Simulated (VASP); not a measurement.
A run of VASP 6.6.1 is set up as follows.

Contents of INCAR:

```
SYSTEM = Zr3C2
PREC = Accurate
ENCUT = 520
EDIFF = 1E-6
ISMEAR = 0
SIGMA = 0.1
LREAL = .False.
LASPH = .True.
NELM = 60
ALGO = Normal
ISIF = 2
LWAVE = .False.
LCHARG = .False.
GGA = PE
NBANDS = 30
```

File KPOINTS:

```
Automatic mesh
0
Gamma
  6 6 4
  0 0 0
```

The input POSCAR:

```
Zr3C2
1.0
    2.2741938400     -2.8723654900      0.0000000000
    2.2741938400      2.8723654900      0.0000000000
    0.0000000000      0.0000000000      4.9093285500
Zr C
3 2
Direct
    0.7467016600      0.7467016600      0.5000000000
    0.2532983400      0.2532983400      0.5000000000
    0.5000000000      0.5000000000      0.0000000000
    0.0000000000      0.5000000000      0.5000000000
    0.5000000000      0.0000000000      0.5000000000
```

Potentials or basis: VASP PAW PBE potentials, release 64 (Zr_sv, C).

The run is started by

```bash
$ cat potpaw_PBE.64/Zr_sv/POTCAR potpaw_PBE.64/C/POTCAR > POTCAR
$ mpirun -np 1 vasp_std > vasp.out
```

Task: Predict the band gap on the k mesh.

Result: Zero (bands 22 and 23 overlap by 1.38 eV).

Task: Estimate the pressure.

Result: 184.6 GPa.

Task: Estimate the largest force.

Result: 1.936 eV/Å.

Forces in eV/Å, atoms in the order of the input:
```
Zr   1.936  0.000  0.000
Zr  -1.936  0.000  0.000
Zr   0.000  0.000  0.000
C    0.000  0.000  0.000
C    0.000  0.000  0.000
```

Caveat: atoms lie so close that the PAW spheres overlap strongly, which falsifies energies and pressures; the stress differs along the axes, from 37 to 411 GPa; forces of over 1 eV/Å act on the atoms, so gaps and moduli don't describe the material at rest.
